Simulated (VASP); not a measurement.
In2Sb:

```
CELL_PARAMETERS angstrom
5.37990 0.00000 0.00000
-2.68995 4.65913 0.00000
0.00000 0.00000 6.72255
ATOMIC_POSITIONS crystal
In 0.66667 0.33333 0.25000
In 0.33333 0.66667 0.75000
In 0.00000 0.00000 0.50000
In 0.00000 0.00000 0.00000
Sb 0.66667 0.33333 0.75000
Sb 0.33333 0.66667 0.25000
```

Base run:

| Quantity | Value |
| --- | --- |
| Program | VASP 6.6.1 |
| Functional | PBEsol |
| Potentials or basis | VASP PAW PBE potentials, release 64 (In_d, Sb) |
| Cutoff | 520 eV |
| k mesh | 6 × 6 × 3 |
| Occupations | gaussian, width 0.1 eV |
| Spin | no spin polarisation |

Its results: band gap on the k mesh zero (band 31 reaches 8.01 eV, above the bottom of band 32 at 6.38 eV); pressure -2.3 GPa.

Problem. The run is repeated on the same cell with these changes: k mesh from 6 × 6 × 3 to 3 × 3 × 1. What comes out?

Solution. Band gap on the k mesh zero (band 31 reaches 6.98 eV, above the bottom of band 32 at 6.63 eV); pressure -4.3 GPa.

Caveats: some runs use coarse meshes; the PAW data sets were made with another functional, which shifts forces and pressure a little; spin-orbit coupling is left out, which moves the levels of the heavy elements.
